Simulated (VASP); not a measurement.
A run of VASP 6.6.1 is set up as follows.

File POSCAR:

```
GaN
1.0
    0.0000000000      2.1814839653      2.1814839653
    2.1814839653      0.0000000000      2.1814839653
    2.1814839653      2.1814839653      0.0000000000
Ga N
1 1
Direct
    0.0000000000      0.0000000000      0.0000000000
    0.2500000000      0.2500000000      0.2500000000
```

INCAR.step1

```
SYSTEM = GaN
ALGO = Normal
EDIFF = 1E-4
ENCUT = 520
GGA = PE
ISMEAR = 0
LASPH = .True.
LCHARG = .False.
LREAL = .False.
LWAVE = .True.
NBANDS = 16
NELM = 100
PREC = Accurate
SIGMA = 0.01
```

The input INCAR.step2:

```
SYSTEM = GaN
ALGO = Normal
EDIFF = 1E-6
ENCUT = 520
ISIF = 2
ISMEAR = 0
ISTART = 1
LASPH = .True.
LCHARG = .False.
LMIXTAU = .True.
LREAL = .False.
LWAVE = .False.
METAGGA = R2SCAN
NBANDS = 16
NELM = 100
PREC = Accurate
SIGMA = 0.01
```

File KPOINTS:

```
k-points
0
Gamma
  10 10 10
  0 0 0
```

Potentials or basis: VASP PAW PBE potentials, release 64 (Ga_d, N).

The run is started by

```bash
$ cat potpaw_PBE.64/Ga_d/POTCAR potpaw_PBE.64/N/POTCAR > POTCAR
$ cp INCAR.step1 INCAR
$ mpirun -np 1 vasp_std > vasp.out
$ cp INCAR.step2 INCAR
$ mpirun -np 1 vasp_std > vasp.out
```

Q: What does it give for the band gap on the k mesh?

A: 2.77 eV, direct.

Q: Estimate the pressure.

A: 23.3 GPa.

Caveat: the cell differs from its parent crystal (strain -3.0%); the PAW data sets were made with another functional, which shifts forces and pressure a little.
